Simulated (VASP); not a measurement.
**Cr: single point with revPBE**

Crystal: Cr.

```xyz
4
Lattice="2.5095 0.0000 0.0000 -1.2548 2.1733 0.0000 0.0000 0.0000 8.8618" Properties=species:S:1:pos:R:3 pbc="T T T"
Cr    1.2548    2.1733    8.8618
Cr    1.2548    2.1733    4.4309
Cr    0.0000    1.4489    2.2154
Cr    1.2548    0.7244    6.6463
```

This isn't the form of Cr at room conditions, which is bcc.

```
Program             : VASP 6.6.1
Task                : single point
Functional          : revPBE
Potentials or basis : VASP PAW PBE potentials, release 64 (Cr_pv)
Cutoff              : 500 eV
k mesh              : 19 × 19 × 5
Occupations         : fermi-dirac, width 0.05 eV
Spin                : collinear spin, ferromagnetic start
Starting moments    : [1.5, 1.5, 1.5, 1.5] μB
```

```yaml
Pressure: -0.5 GPa
Band_gap_on_the_k_mesh: zero (filled and empty bands overlap)
Net_moment: 0.00 μB per cell
Valence_electrons_inside_the_program's_atomic_spheres: Cr 10.99
```

Stress tensor (GPa, compression positive):
```
-0.50  0.00  0.00
 0.00 -0.50  0.00
 0.00  0.00 -0.42
```

Levels at points of the mesh, in eV from the Fermi level:
Spin up:
```
           k point  band 22  band 23  band 24  band 25  band 26  band 27
(0.00, 0.00, 0.00)    -0.34    -0.34    -0.18    -0.18    -0.14    -0.08
```
Spin down:
```csv
k point,band 22,band 23,band 24,band 25,band 26,band 27
"(0.00, 0.00, 0.00)",-0.34,-0.34,-0.19,-0.19,-0.14,-0.08
```

Run time: 7.4 min on 1 thread of Intel(R) Xeon(R) Platinum 8259CL CPU @ 2.50GHz (Skylake/Cascade Lake), with other jobs on the host, peak memory 0.36 GiB.

Caveat: the PAW data sets were made with another functional, which shifts forces and pressure a little.
